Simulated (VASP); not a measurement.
# Ge3W2 (P4/mmm) in VASP: single point with PBE

Aim: the single point of Ge3W2 with PBE.

Everything below comes from runs of VASP 6.6.1. Logs are shortened: lines on timing, memory, paths and dates and some standing lists are left out, and cuts for length are marked.

## (1) The cell of the first run

Symmetry: P4/mmm, No. 123, tetragonal system. Conventional cell: a = 4.726 Å, b = 4.726 Å, c = 5.344 Å, α = 90.00°, β = 90.00°, γ = 90.00°. Ge (site symmetry 4mm) has 2 Ge at 2.52 to 2.82 Å and 4 W at 2.75 Å within 3.3 Å. Within 3.1 Å of Ge (site symmetry 4/mmm) lie 4 W at 2.36 Å. W (site symmetry mmm) has 6 Ge at 2.36 to 2.75 Å within 3.1 Å.

The cell was built from a structure type or drawn by symmetry, and may not be a known phase.

## (2) Single point, PBE

Contents of INCAR:

```
SYSTEM = Ge3W2
ALGO = Normal ; EDIFF = 1E-7
ENCUT = 520 ; GGA = PE
ISIF = 2 ; ISMEAR = 0
LASPH = .True. ; LCHARG = .False.
LREAL = .False. ; LWAVE = .False.
NBANDS = 43 ; NELM = 100
PREC = Accurate ; SIGMA = 0.1
```

Contents of KPOINTS:

```
k-points
0
Gamma
  8 8 8
  0 0 0
```

Contents of POSCAR:

```
Ge3W2
1.0
    4.7255060641      0.0000000000      0.0000000000
    0.0000000000      4.7255060641      0.0000000000
    0.0000000000      0.0000000000      5.3437659696
Ge W
3 2
Direct
    0.0000000000      0.0000000000      0.7637513092
    0.0000000000      0.0000000000      0.2362486908
    0.5000000000      0.5000000000      0.5000000000
    0.0000000000      0.5000000000      0.5000000000
    0.5000000000      0.0000000000      0.5000000000
```

Potentials or basis: VASP PAW PBE potentials, release 64 (Ge_d, W_sv).

Run with:

```sh
$ cat potpaw_PBE.64/Ge_d/POTCAR potpaw_PBE.64/W_sv/POTCAR > POTCAR
$ mpirun -np 1 vasp_std > vasp.out
```

OUTCAR:

```text
SYSTEM = Ge3W2
   EDIFF = 1E-7
   ENCUT = 520
   GGA = PE
   ISIF = 2
   ISMEAR = 0
   LASPH = .True.
   LREAL = .False.
   NELM = 100
   PREC = Accurate

 ion  position               nearest neighbor table
   1  0.000  0.000  0.764-   2 2.52   4 2.75   5 2.75   4 2.75   5 2.75   2 2.82
   2  0.000  0.000  0.236-   1 2.52   4 2.75   5 2.75   4 2.75   5 2.75   1 2.82
   3  0.500  0.500  0.500-   4 2.36   5 2.36   5 2.36   4 2.36
   4  0.000  0.500  0.500-   3 2.36   3 2.36   1 2.75   1 2.75   2 2.75   2 2.75   5 3.34   5 3.34
                             5 3.34   5 3.34
   5  0.500  0.000  0.500-   3 2.36   3 2.36   1 2.75   2 2.75   1 2.75   2 2.75   4 3.34   4 3.34
                             4 3.34   4 3.34

  LATTYP: Found a simple tetragonal cell.
 ALAT       =     4.7255060641
 C/A-ratio  =     1.1308346444

  Lattice vectors:

 A1 = (   4.7255060641,   0.0000000000,   0.0000000000)
 A2 = (   0.0000000000,   4.7255060641,   0.0000000000)
 A3 = (   0.0000000000,   0.0000000000,   5.3437659696)

Analysis of symmetry for initial positions (statically):
=====================================================================
 Subroutine PRICEL returns:
 Original cell was already a primitive cell.

 Routine SETGRP: Setting up the symmetry group for a
 simple tetragonal supercell.

 Subroutine GETGRP returns: Found 16 space group operations
 (whereof 16 operations were pure point group operations)
 out of a pool of 16 trial point group operations.

The static configuration has the point symmetry D_4h.

Analysis of symmetry for dynamics (positions and initial velocities):
=====================================================================
 Subroutine PRICEL returns:
 Original cell was already a primitive cell.

 Routine SETGRP: Setting up the symmetry group for a
 simple tetragonal supercell.

 Subroutine GETGRP returns: Found 16 space group operations
 (whereof 16 operations were pure point group operations)
 out of a pool of 16 trial point group operations.

The dynamic configuration has the point symmetry D_4h.

 Subroutine INISYM returns: Found 16 space group operations
 (whereof 16 operations are pure point group operations),
 and found     1 'primitive' translations

----------------------------------------------------------------------------------------

                                     Primitive cell

  volume of cell :     119.3285
[... 95 lines left out ...]
   EDIFF  = 0.1E-06   stopping-criterion for ELM
   LREAL  =      F    real-space projection
   EDIFFG = 0.1E-05   stopping-criterion for IOM
   NSW    =      0    number of steps for IOM
   IBRION =     -1    ionic relax: 0-MD 1-quasi-New 2-CG
   NFREE  =      0    steps in history (QN), initial steepest desc. (CG)
   ISIF   =      2    stress and relaxation
   ISYM   =      2    0-nonsym 1-usesym 2-fastsym
   POTIM  = 0.5000    time-step for ionic-motion
   TEBEG  =    0.0;   TEEND  =   0.0 temperature during run
   PSTRESS=    0.0 pullay stress
   NELECT =      70.0000    total number of electrons
   NUPDOWN=      -1.0000    fix difference up-down
   EMIN   =  10.00;   EMAX   =-10.00  energy-range for DOS
   EFERMI =   0.00;   METHOD = LEGACY
   ISMEAR =     0;   SIGMA  =   0.10  broadening in eV -4-tet -1-fermi 0-gaus
   EFERMI_NEDOS =   21; number of points for ismear=-14 and -15
   IALGO  =     38    algorithm
   IMIX   =      4    mixing-type and parameters
     AMIX     =   0.40;   BMIX     =  1.00
     AMIX_MAG =   1.60;   BMIX_MAG =  1.00
  volume/ion in A,a.u.               =      23.87       161.05
  Fermi-wavevector in a.u.,A,eV,Ry     =   1.370438  2.589753 25.553117  1.878101
  Thomas-Fermi vector in A             =   2.496224
   LORBIT       =      0    0 simple, 1 ext, 2 COOP (PROOUT), +10 PAW based schemes
   GGA     = PE    functional components
   LHFCALC =     F    Hartree Fock is set to
   AEXX    =    0.0000 exact exchange contribution
   IVDW    =     0    specifies the selected vdW correction
   LEPSILON=     F    determine dielectric tensor
   LRPA    =     F    only Hartree local field effects (RPA)
 non-spin polarized calculation
 Gauss-broadening in eV      SIGMA  =   0.10
  energy-cutoff  :      520.00
  volume of cell :      119.33
 maximum number of plane-waves:      3240
 NGX is ok and might be reduce to    36
   NGX = 17   NGY = 17   NGZ = 19

 number of electron      70.0000030 magnetization

 Free energy of the ion-electron system (eV)
  ---------------------------------------------------
  ext. energy  EPLUGINS =         0.00000000
  ---------------------------------------------------
  free energy    TOTEN  =       -34.42765227 eV

  energy without entropy =      -34.39626301  energy(sigma->0) =      -34.41195764

 E-fermi :   4.6626     XC(G=0): -10.0411

 val. band max:        4.6538879714   @ k =   0.5000   0.1250   0.3750
 cond. band min:       4.6671735219   @ k =   0.0000   0.0000   0.0000
 fundamental gap:      0.0132855504
 Fermi energy:         4.6625917682

 k-point     1 :       0.0000    0.0000    0.0000
  band No.  band energies     occupation
      1     -69.3213      2.00000
      2     -69.3130      2.00000
      3     -33.7295      2.00000
      4     -33.7295      2.00000
      5     -33.4949      2.00000
      6     -33.4949      2.00000
[... 1093 lines left out ...]
     42       8.8569      0.00000
     43       9.5731      0.00000

 [... further k-points ...]

------------------------ aborting loop because EDIFF is reached ----------------------------------------

  FORCE on cell =-STRESS in cart. coord.  units (eV):
  Direction    XX          YY          ZZ          XY          YZ          ZX
  --------------------------------------------------------------------------------------
  -------------------------------------------------------------------------------------
  Total        0.1114617      0.1114617      0.0284271      0.0000000      0.0000000     -0.0000000
  in kB        1.4965527      1.4965527      0.3816799      0.0000000      0.0000000     -0.0000000
  external PRESSURE =       1.1249284 kB  Pullay stress =       0.0000000 kB

 VOLUME and BASIS-vectors are now :
 -----------------------------------------------------------------------------
  energy-cutoff  :      520.00
  volume of cell :      119.33
      direct lattice vectors                 reciprocal lattice vectors
     4.725506064  0.000000000  0.000000000     0.211617547  0.000000000  0.000000000
     0.000000000  4.725506064  0.000000000     0.000000000  0.211617547  0.000000000
     0.000000000  0.000000000  5.343765970     0.000000000  0.000000000  0.187133944

 POSITION                                       TOTAL-FORCE (eV/Angst)
 -----------------------------------------------------------------------------------
      0.00000      0.00000      4.08131         0.000000      0.000000      0.006880
      0.00000      0.00000      1.26246         0.000000      0.000000     -0.006880
      2.36275      2.36275      2.67188        -0.000000      0.000000      0.000000
      0.00000      2.36275      2.67188        -0.000000      0.000000      0.000000
      2.36275      0.00000      2.67188        -0.000000      0.000000      0.000000
 -----------------------------------------------------------------------------------
    total drift:                                0.000000      0.000000      0.000000

  FREE ENERGIE OF THE ION-ELECTRON SYSTEM (eV)
  ---------------------------------------------------
  free  energy   TOTEN  =       -34.4276522700 eV

  energy  without entropy=      -34.3962630061  energy(sigma->0) =      -34.41195764
```

OSZICAR:

```text
N       E                     dE             d eps       ncg     rms          rms(c)
DAV:   1     0.855840549697E+03    0.85584E+03   -0.37067E+04  8033   0.378E+03
DAV:   2     0.931996758957E+02   -0.76264E+03   -0.74624E+03  6490   0.927E+02
DAV:   3    -0.287625323392E+02   -0.12196E+03   -0.11946E+03  7379   0.233E+02
DAV:   4    -0.361014594922E+02   -0.73389E+01   -0.72216E+01  7806   0.614E+01
DAV:   5    -0.363001223116E+02   -0.19866E+00   -0.19799E+00  8251   0.109E+01    0.238E+01
DAV:   6    -0.347632011088E+02    0.15369E+01   -0.10423E+01  7579   0.134E+01    0.653E+00
DAV:   7    -0.345009351018E+02    0.26227E+00   -0.19319E+00  7943   0.787E+00    0.505E+00
DAV:   8    -0.344270970471E+02    0.73838E-01   -0.29714E-01  7212   0.282E+00    0.825E-01
DAV:   9    -0.344269318214E+02    0.16523E-03   -0.31701E-02  9642   0.200E+00    0.308E-01
DAV:  10    -0.344272393919E+02   -0.30757E-03   -0.77235E-03  7560   0.552E-01    0.766E-02
DAV:  11    -0.344275642585E+02   -0.32487E-03   -0.10876E-03  7759   0.216E-01    0.459E-02
DAV:  12    -0.344276362000E+02   -0.71941E-04   -0.29164E-04  7743   0.114E-01    0.113E-02
DAV:  13    -0.344276486269E+02   -0.12427E-04   -0.24574E-05  7344   0.303E-02    0.869E-03
DAV:  14    -0.344276521224E+02   -0.34955E-05   -0.60497E-06  7292   0.105E-02    0.177E-03
DAV:  15    -0.344276522556E+02   -0.13315E-06   -0.83698E-07  5951   0.590E-03    0.846E-04
DAV:  16    -0.344276522700E+02   -0.14394E-07   -0.79311E-08  4896   0.168E-03
   1 F= -.34427652E+02 E0= -.34411958E+02  d E =-.313893E-01
```

stdout:

```text
POSCAR found type information on POSCAR GeW
 POSCAR found :  2 types and       5 ions
 scaLAPACK will be used
 LDA part: xc-table for (Slater+PW92), standard interpolation
 POSCAR, INCAR and KPOINTS ok, starting setup
 FFT: planning ... GRIDC
 FFT: planning ... GRID_SOFT
 FFT: planning ... GRID
 WAVECAR not read
 entering main loop
```

It took 8.6 min on 1 thread of Intel Xeon 8259CL, shared host; peak memory 0.44 GiB.

Results:

* Free energy: -34.4277 eV
* Pressure: 0.1 GPa
* Largest force: 0.007 eV/Å
* Band gap on the k mesh: zero (bands 35 and 36 overlap by 0.83 eV)

Forces on the atoms (eV/Å):
```
Ge   0.000  0.000  0.007
Ge   0.000  0.000 -0.007
Ge   0.000  0.000  0.000
W    0.000  0.000  0.000
W    0.000  0.000  0.000
```

Caveat: spin-orbit coupling is left out, which moves the levels of the heavy elements.
